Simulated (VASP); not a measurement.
# AlAs (F-43m) in VASP: further runs

Runs on AlAs. Level: PBEsol. Tasks: single point.

Program: VASP 6.6.1. These are calculated values, not measurements. Logs are shortened: lines on timing, memory, paths and dates and some standing lists are left out, and cuts for length are marked.

## Step 1: The cell of the first run

It takes space group F-43m (No. 216, cubic). Conventional cell: a = 5.678 Å, b = 5.678 Å, c = 5.678 Å, α = 90.00°, β = 90.00°, γ = 90.00°. Within 3.2 Å of Al (site symmetry -43m) lie 4 As at 2.46 Å. As (site symmetry -43m) has 4 Al at 2.46 Å within 3.2 Å.

## Step 2: Single point, PBEsol

Contents of INCAR:

```
PREC = Accurate
ENCUT = 500
EDIFF = 1E-6
ISMEAR = 0
SIGMA = 0.01
LREAL = F
LASPH = T
NELM = 120
ALGO = Normal
ISIF = 2
LWAVE = F
LCHARG = F
GGA = PS
NBANDS = 11
GGA_COMPAT = F
```

Contents of KPOINTS:

```
Automatic mesh
0
Gamma
  6 6 6
```

Contents of POSCAR:

```
AlAs
1.0
    0.0000000000      2.8389251760      2.8389251760
    2.8389251760      0.0000000000      2.8389251760
    2.8389251760      2.8389251760      0.0000000000
Al As
1 1
Direct
    0.0000000000      0.0000000000      0.0000000000
    0.2500000000      0.2500000000      0.2500000000
```

Potentials or basis: VASP PAW PBE potentials, release 64 (Al, As).

The run is started by

```console
> cat potpaw_PBE.64/Al/POTCAR potpaw_PBE.64/As/POTCAR > POTCAR
> mpirun -np 1 vasp_std > vasp.out
```

OUTCAR:

```text
PREC = Accurate
   ENCUT = 500
   EDIFF = 1E-6
   ISMEAR = 0
   LREAL = F
   LASPH = T
   NELM = 120
   ISIF = 2
   GGA = PS

 ion  position               nearest neighbor table
   1  0.000  0.000  0.000-   2 2.46   2 2.46   2 2.46   2 2.46
   2  0.250  0.250  0.250-   1 2.46   1 2.46   1 2.46   1 2.46

  LATTYP: Found a face centered cubic cell.
 ALAT       =     5.6778503520

  Lattice vectors:

 A1 = (   0.0000000000,   2.8389251760,   2.8389251760)
 A2 = (   2.8389251760,   0.0000000000,   2.8389251760)
 A3 = (   2.8389251760,   2.8389251760,   0.0000000000)

Analysis of symmetry for initial positions (statically):
=====================================================================
 Subroutine PRICEL returns:
 Original cell was already a primitive cell.

 Routine SETGRP: Setting up the symmetry group for a
 face centered cubic supercell.

 Subroutine GETGRP returns: Found 24 space group operations
 (whereof 24 operations were pure point group operations)
 out of a pool of 48 trial point group operations.

The static configuration has the point symmetry T_d .

Analysis of symmetry for dynamics (positions and initial velocities):
=====================================================================
 Subroutine PRICEL returns:
 Original cell was already a primitive cell.

 Routine SETGRP: Setting up the symmetry group for a
 face centered cubic supercell.

 Subroutine GETGRP returns: Found 24 space group operations
 (whereof 24 operations were pure point group operations)
 out of a pool of 48 trial point group operations.

The dynamic configuration has the point symmetry T_d .

 Subroutine INISYM returns: Found 24 space group operations
 (whereof 24 operations are pure point group operations),
 and found     1 'primitive' translations

----------------------------------------------------------------------------------------

                                     Primitive cell

  volume of cell :      45.7606

  direct lattice vectors                    reciprocal lattice vectors
     0.000000000  2.838925176  2.838925176    -0.176122993  0.176122993  0.176122993
     2.838925176  0.000000000  2.838925176     0.176122993 -0.176122993  0.176122993
     2.838925176  2.838925176  0.000000000     0.176122993  0.176122993 -0.176122993

  length of vectors
     4.014846486  4.014846486  4.014846486     0.305053973  0.305053973  0.305053973

  position of ions in fractional coordinates (direct lattice)
     0.000000000  0.000000000  0.000000000
     0.250000000  0.250000000  0.250000000

  ion indices of the primitive-cell ions
   primitive index   ion index
                 1           1
                 2           2

----------------------------------------------------------------------------------------

 KPOINTS: Automatic mesh

Automatic generation of k-mesh.
 Grid dimensions read from file:
 generate k-points for:    6    6    6

 Generating k-lattice:

  Cartesian coordinates                     Fractional coordinates (reciprocal lattice)
    -0.029353832  0.029353832  0.029353832     0.166666667  0.000000000  0.000000000
     0.029353832 -0.029353832  0.029353832     0.000000000  0.166666667  0.000000000
     0.029353832  0.029353832 -0.029353832     0.000000000  0.000000000  0.166666667

  Length of vectors
     0.050842329  0.050842329  0.050842329

  Shift w.r.t. Gamma in fractional coordinates (k-lattice)
     0.000000000  0.000000000  0.000000000

 Subroutine IBZKPT returns following result:
 ===========================================

 Found     16 irreducible k-points:

 Following reciprocal coordinates:
            Coordinates               Weight
  0.000000  0.000000  0.000000      1.000000
  0.166667  0.000000  0.000000      8.000000
  0.333333  0.000000  0.000000      8.000000
  0.500000  0.000000  0.000000      4.000000
  0.166667  0.166667  0.000000      6.000000
  0.333333  0.166667  0.000000     24.000000
[... 8 lines left out ...]
 -0.333333  0.333333  0.166667     24.000000
 -0.333333  0.500000  0.166667     12.000000
   k-points           NKPTS =     16   k-points in BZ     NKDIM =     16   number of bands    NBANDS=     11
   number of dos      NEDOS =    301   number of ions     NIONS =      2
   total plane-waves  NPLWV =  27000
   dimension x,y,z NGX =    30 NGY =   30 NGZ =   30
   dimension x,y,z NGXF=    60 NGYF=   60 NGZF=   60
   ions per type =               1   1
   NGX,Y,Z   is equivalent  to a cutoff of  12.42, 12.42, 12.42 a.u.
   NGXF,Y,Z  is equivalent  to a cutoff of  24.84, 24.84, 24.84 a.u.
 SYSTEM =  unknown system
   PREC   = accura    normal or accurate (medium, high low for compatibility)
   ISTART =      0    job   : 0-new  1-cont  2-samecut
   ICHARG =      2    charge: 1-file 2-atom 10-const
   ISPIN  =      1    spin polarized calculation?
   LNONCOLLINEAR =      F non collinear calculations
   LSORBIT =      F    spin-orbit coupling
   LASPH  =      T    aspherical Exc in radial PAW
   ENCUT  =  500.0 eV  36.75 Ry    6.06 a.u.   7.32  7.32  7.32*2*pi/ulx,y,z
   NELM   =    120;   NELMIN=  2; NELMDL= -5     # of ELM steps
   EDIFF  = 0.1E-05   stopping-criterion for ELM
   LREAL  =      F    real-space projection
   EDIFFG = 0.1E-04   stopping-criterion for IOM
   NSW    =      0    number of steps for IOM
   IBRION =     -1    ionic relax: 0-MD 1-quasi-New 2-CG
   NFREE  =      0    steps in history (QN), initial steepest desc. (CG)
   ISIF   =      2    stress and relaxation
   ISYM   =      2    0-nonsym 1-usesym 2-fastsym
   POTIM  = 0.5000    time-step for ionic-motion
   TEBEG  =    0.0;   TEEND  =   0.0 temperature during run
   PSTRESS=    0.0 pullay stress
   NELECT =       8.0000    total number of electrons
   NUPDOWN=      -1.0000    fix difference up-down
   EMIN   =  10.00;   EMAX   =-10.00  energy-range for DOS
   EFERMI =   0.00;   METHOD = LEGACY
   ISMEAR =     0;   SIGMA  =   0.01  broadening in eV -4-tet -1-fermi 0-gaus
   EFERMI_NEDOS =   21; number of points for ismear=-14 and -15
   IALGO  =     38    algorithm
   IMIX   =      4    mixing-type and parameters
     AMIX     =   0.40;   BMIX     =  1.00
     AMIX_MAG =   1.60;   BMIX_MAG =  1.00
  volume/ion in A,a.u.               =      22.88       154.40
  Fermi-wavevector in a.u.,A,eV,Ry     =   0.915393  1.729842 11.400923  0.837944
  Thomas-Fermi vector in A             =   2.040129
   LORBIT       =      0    0 simple, 1 ext, 2 COOP (PROOUT), +10 PAW based schemes
   GGA     = PS    functional components
   LHFCALC =     F    Hartree Fock is set to
   AEXX    =    0.0000 exact exchange contribution
   IVDW    =     0    specifies the selected vdW correction
   LEPSILON=     F    determine dielectric tensor
   LRPA    =     F    only Hartree local field effects (RPA)
 non-spin polarized calculation
 Gauss-broadening in eV      SIGMA  =   0.01
  energy-cutoff  :      500.00
  volume of cell :       45.76
 maximum number of plane-waves:      1211
 NGX is ok and might be reduce to    30
   NGX = 15   NGY = 15   NGZ = 15

 number of electron       7.9999999 magnetization

 Free energy of the ion-electron system (eV)
  ---------------------------------------------------
  ext. energy  EPLUGINS =         0.00000000
  ---------------------------------------------------
  free energy    TOTEN  =       -10.05364758 eV

  energy without entropy =      -10.05364758  energy(sigma->0) =      -10.05364758

 E-fermi :   3.8453     XC(G=0):  -9.1587

 val. band max:        3.7314590233   @ k =   0.0000   0.0000   0.0000
 cond. band min:       5.0616287194   @ k =   0.5000   0.5000   0.0000
 fundamental gap:      1.3301696961
 Fermi energy:         3.8452678393

 k-point     1 :       0.0000    0.0000    0.0000
  band No.  band energies     occupation
      1      -8.1053      2.00000
      2       3.7315      2.00000
      3       3.7315      2.00000
      4       3.7315      2.00000
      5       5.6393      0.00000
      6       7.9749      0.00000
      7       7.9749      0.00000
      8       7.9749      0.00000
      9      12.3893      0.00000
     10      12.7002      0.00000
     11      12.7002      0.00000

 k-point     2 :       0.1667    0.0000    0.0000
  band No.  band energies     occupation
      1      -7.8392      2.00000
      2       1.6193      2.00000
      3       3.4696      2.00000
      4       3.4696      2.00000
      5       6.4512      0.00000
      6       8.4078      0.00000
      7       8.4078      0.00000
      8       8.8300      0.00000
      9      11.8939      0.00000
     10      11.8939      0.00000
     11      13.2731      0.00000

 k-point     3 :       0.3333    0.0000    0.0000
  band No.  band energies     occupation
      1      -7.1660      2.00000
      2      -0.7633      2.00000
      3       3.0717      2.00000
      4       3.0717      2.00000
      5       6.0025      0.00000
      6       8.5368      0.00000
      7       8.5368      0.00000
      8      11.0711      0.00000
      9      12.6981      0.00000
     10      12.6981      0.00000
     11      12.9098      0.00000

 k-point     4 :       0.5000    0.0000    0.0000
  band No.  band energies     occupation
      1      -6.6976      2.00000
      2      -1.8343      2.00000
      3       2.9113      2.00000
      4       2.9113      2.00000
      5       5.7761      0.00000
      6       8.3520      0.00000
      7       8.3520      0.00000
      8      11.2887      0.00000
      9      14.7180      0.00000
     10      15.1902      0.00000
     11      15.1902      0.00000

 k-point     5 :       0.1667    0.1667    0.0000
  band No.  band energies     occupation
      1      -7.7492      2.00000
      2       1.7072      2.00000
      3       2.9490      2.00000
      4       2.9490      2.00000
      5       6.9493      0.00000
      6       7.5546      0.00000
      7       9.2963      0.00000
      8       9.2963      0.00000
      9      10.5564      0.00000
     10      13.1849      0.00000
     11      14.2009      0.00000
[... 99 lines left out ...]
 k-point    13 :       0.5000    0.5000    0.0000
  band No.  band energies     occupation
      1      -6.1549      2.00000
      2      -1.6833      2.00000
      3       1.5638      2.00000
      4       1.5638      2.00000
      5       5.0616      0.00000
      6       5.9445      0.00000
      7      13.9413      0.00000
      8      13.9413      0.00000
      9      15.3019      0.00000
     10      16.2235      0.00000
     11      16.2235      0.00000

 k-point    14 :       0.5000    0.3333    0.1667
  band No.  band energies     occupation
      1      -6.6456      2.00000
      2      -0.9020      2.00000
      3       1.0069      2.00000
      4       2.0833      2.00000
      5       7.3109      0.00000
      6       8.1986      0.00000
      7       8.7954      0.00000
      8      11.5678      0.00000
      9      12.8897      0.00000
     10      14.3184      0.00000
     11      16.5884      0.00000

 k-point    15 :      -0.3333    0.3333    0.1667
  band No.  band energies     occupation
      1      -6.2894      2.00000
      2      -1.3783      2.00000
      3       0.5523      2.00000
      4       1.7022      2.00000
      5       7.5759      0.00000
      6       8.2281      0.00000
      7      10.3516      0.00000
      8      11.0397      0.00000
      9      11.9906      0.00000
     10      15.0892      0.00000
     11      16.4107      0.00000

 k-point    16 :      -0.3333    0.5000    0.1667
  band No.  band energies     occupation
      1      -6.1310      2.00000
      2      -1.4437      2.00000
      3       0.7920      2.00000
      4       1.0364      2.00000
      5       6.8051      0.00000
      6       7.7690      0.00000
      7      10.7523      0.00000
      8      11.4633      0.00000
      9      14.1948      0.00000
     10      15.9517      0.00000
     11      16.1616      0.00000

------------------------ aborting loop because EDIFF is reached ----------------------------------------

  FORCE on cell =-STRESS in cart. coord.  units (eV):
  Direction    XX          YY          ZZ          XY          YZ          ZX
  --------------------------------------------------------------------------------------
  -------------------------------------------------------------------------------------
  Total        0.0467623      0.0467623      0.0467623      0.0000000      0.0000000     -0.0000000
  in kB        1.6372469      1.6372469      1.6372469      0.0000000      0.0000000     -0.0000000
  external PRESSURE =       1.6372469 kB  Pullay stress =       0.0000000 kB

 VOLUME and BASIS-vectors are now :
 -----------------------------------------------------------------------------
  energy-cutoff  :      500.00
  volume of cell :       45.76
      direct lattice vectors                 reciprocal lattice vectors
     0.000000000  2.838925176  2.838925176    -0.176122993  0.176122993  0.176122993
     2.838925176  0.000000000  2.838925176     0.176122993 -0.176122993  0.176122993
     2.838925176  2.838925176  0.000000000     0.176122993  0.176122993 -0.176122993

 POSITION                                       TOTAL-FORCE (eV/Angst)
 -----------------------------------------------------------------------------------
      0.00000      0.00000      0.00000        -0.000000     -0.000000     -0.000000
      1.41946      1.41946      1.41946         0.000000      0.000000      0.000000
 -----------------------------------------------------------------------------------
    total drift:                               -0.000000     -0.000000     -0.000000

  FREE ENERGIE OF THE ION-ELECTRON SYSTEM (eV)
  ---------------------------------------------------
  free  energy   TOTEN  =       -10.0536475804 eV

  energy  without entropy=      -10.0536475804  energy(sigma->0) =      -10.05364758
```

Run time: 7.7 s. Hardware: 1 thread of Intel Xeon Platinum 8488C (Sapphire Rapids), shared host; peak memory 0.16 GiB.

What came out:

```yaml
Free_energy: -10.0536 eV
Pressure: 0.2 GPa
Band_gap_on_the_k_mesh: 1.33 eV (least direct gap 1.91 eV)
```

Levels at points of the mesh, in eV from the valence-band top:
| k point | band 2 | band 3 | band 4 | band 5 | band 6 | band 7 |
| --- | --- | --- | --- | --- | --- | --- |
| (0.00, 0.00, 0.00) | 0.00 | 0.00 | 0.00 | 1.91 | 4.24 | 4.24 |
| (0.50, 0.00, 0.00) | -5.57 | -0.82 | -0.82 | 2.04 | 4.62 | 4.62 |
| (0.50, 0.50, 0.00) | -5.41 | -2.17 | -2.17 | 1.33 | 2.21 | 10.21 |

Caveat: the PAW data sets were made with another functional, which shifts forces and pressure a little.

## Step 3: Single point, PBEsol

Contents of INCAR:

```
SYSTEM = AlAs
  PREC = Accurate
  ENCUT = 500
  EDIFF = 1E-6
  ISMEAR = 0
  SIGMA = 0.5
  LREAL = .FALSE.
  LASPH = .TRUE.
  NELM = 120
  ALGO = Normal
  ISIF = 2
  LWAVE = .FALSE.
  LCHARG = .FALSE.
  GGA = PS
  NBANDS = 11
  GGA_COMPAT = .FALSE.
```

Contents of KPOINTS:

```
Automatic mesh
0
G
  6 6 6
  0 0 0
```

POSCAR is that of step 2.

Potentials or basis: VASP PAW PBE potentials, release 64 (Al, As).

The run is started by

```console
> cat potpaw_PBE.64/Al/POTCAR potpaw_PBE.64/As/POTCAR > POTCAR
> mpirun -np 1 vasp_std > vasp.out
```

Run time: 9.4 s. Hardware: 1 thread of Intel Xeon Platinum 8488C (Sapphire Rapids), shared host; peak memory 0.16 GiB.

It converged, with:

```yaml
Free_energy: -10.0540 eV
Pressure: 0.2 GPa
Band_gap_on_the_k_mesh: 1.33 eV (least direct gap 1.91 eV)
```

Levels at points of the mesh, in eV from the valence-band top:
```
           k point  band 1  band 2  band 3  band 4  band 5  band 6  band 7  band 8  band 9
(0.00, 0.00, 0.00)  -11.84    0.00    0.00    0.00    1.91    4.24    4.24    4.24    8.66
(0.50, 0.00, 0.00)  -10.43   -5.57   -0.82   -0.82    2.05    4.62    4.62    7.56   10.99
(0.50, 0.50, 0.00)   -9.89   -5.41   -2.17   -2.17    1.33    2.21   10.21   10.21   11.57
```

Caveat: the PAW data sets were made with another functional, which shifts forces and pressure a little. Expect the measured gap to be larger: semilocal functionals such as PBEsol lack the derivative discontinuity.
